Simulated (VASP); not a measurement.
Write the native input for VASP 6.6.1 that does the following.

| Quantity | Value |
| --- | --- |
| Task | single point |
| Functional | r2SCAN |
| Potentials or basis | VASP PAW PBE potentials, release 64 (Al, Ru_pv) |
| Cutoff | 520 eV |
| k mesh | 16 × 16 × 16 |
| Occupations | gaussian, width 0.15 eV |
| Spin | no spin polarisation |
| Dipole correction | no |
| Further INCAR settings | ALGO = Normal; EDIFF = 1e-06; NBANDS = 17 |

The system is Al2Ru.

```
Al Ru
1.0
    -1.56091    1.56091    4.22249
     1.56091   -1.56091    4.22249
     1.56091    1.56091   -4.22249
Al Ru
2 1
Direct
  0.65909 0.65909 0.00000
  0.34091 0.34091 0.00000
  0.00000 0.00000 0.00000
```

These files were run (other wordings do the same):

POSCAR

```
Al2Ru
1.0
   -1.5609102549      1.5609102549      4.2224917033
    1.5609102549     -1.5609102549      4.2224917033
    1.5609102549      1.5609102549     -4.2224917033
Al Ru
2 1
Direct
    0.6590940356      0.6590940356      0.0000000000
    0.3409059644      0.3409059644      0.0000000000
    0.0000000000      0.0000000000      0.0000000000
```

INCAR.step1

```
SYSTEM = Al2Ru
PREC     = Accurate       ! precision mode
ENCUT    = 520            ! plane-wave cutoff, eV
ISMEAR   = 0              ! smearing method
SIGMA    = 0.15           ! smearing width, eV
LREAL    = .False.        ! projectors in reciprocal space
LASPH    = .True.         ! aspherical terms in the spheres
NELM     = 80             ! most SCF steps
NBANDS   = 17             ! bands
GGA      = PE             ! functional
ALGO     = Normal         ! electronic algorithm
EDIFF    = 1E-4           ! SCF threshold, eV
LWAVE    = .True.         ! write WAVECAR
LCHARG   = .False.        ! write CHGCAR
```

INCAR.step2

```
SYSTEM = Al2Ru
PREC     = Accurate       ! precision mode
ENCUT    = 520            ! plane-wave cutoff, eV
EDIFF    = 1E-6           ! SCF threshold, eV
ISMEAR   = 0              ! smearing method
SIGMA    = 0.15           ! smearing width, eV
LREAL    = .False.        ! projectors in reciprocal space
LASPH    = .True.         ! aspherical terms in the spheres
NELM     = 80             ! most SCF steps
ALGO     = Normal         ! electronic algorithm
ISIF     = 2              ! what is computed and relaxed
LWAVE    = .False.        ! write WAVECAR
LCHARG   = .False.        ! write CHGCAR
METAGGA  = R2SCAN         ! meta-GGA
LMIXTAU  = .True.       
NBANDS   = 17             ! bands
ISTART   = 1
```

KPOINTS

```
regular mesh
0
Gamma
  16 16 16
  0 0 0
```

Potentials or basis: VASP PAW PBE potentials, release 64 (Al, Ru_pv).

Launch:

```bash
$ cat potpaw_PBE.64/Al/POTCAR potpaw_PBE.64/Ru_pv/POTCAR > POTCAR
$ cp INCAR.step1 INCAR
$ mpirun -np 1 vasp_std > vasp.out
$ cp INCAR.step2 INCAR
$ mpirun -np 1 vasp_std > vasp.out
```

It gave:

The pressure is -0.1 GPa and the largest force is 0.009 eV/Å. The band gap on the k mesh is zero (bands 10 and 11 overlap by 0.02 eV).

Caveat: the PAW data sets were made with another functional, which shifts forces and pressure a little.

Run time: 8.5 min on 1 thread of Intel(R) Xeon(R) 6975P-C (Granite Rapids) (shared host), peak memory 0.39 GiB.
